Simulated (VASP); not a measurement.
Runs of VASP 6.6.1 on Bi. The structure is that of space group P6/mmm (No. 191), or close to it. The cells are those of the table. 

```csv
cell,k mesh,gap on the mesh (eV),pressure (GPa)
"a = 5.627, b = 5.627, c = 3.323 Å, angles 90.0, 90.0, 120.0°, 3 atoms",7 × 7 × 9,none,(b)
"a = 5.627, b = 5.627, c = 3.323 Å, angles 90.0, 90.0, 120.0°, 3 atoms",7 × 7 × 11,none,0.1
"a = 5.551, b = 5.551, c = 3.278 Å, angles 90.0, 90.0, 120.0°, 3 atoms",7 × 7 × 11,none,(a)
"a = 5.473, b = 5.473, c = 3.232 Å, angles 90.0, 90.0, 120.0°, 3 atoms",7 × 7 × 11,none,5.9
"a = 5.392, b = 5.392, c = 3.185 Å, angles 90.0, 90.0, 120.0°, 3 atoms",7 × 7 × 11,none,10.0
```

Alike in all rows: task single point; level PBEsol; potentials or basis VASP PAW PBE potentials, release 64 (Bi_d); no spin polarisation; cutoff (eV) 520; smearing fermi-dirac 0.1 eV.

Estimate the missing entries.

(a) 2.7; (b) -0.1.

Caveats: the PAW data sets were made with another functional, which shifts forces and pressure a little; spin-orbit coupling is left out, which moves the levels of the heavy elements.

A k mesh can miss the band edges, and the runs leave out spin-orbit coupling on Bi.

A gap of «none» marks levels without a gap at the run's occupations.
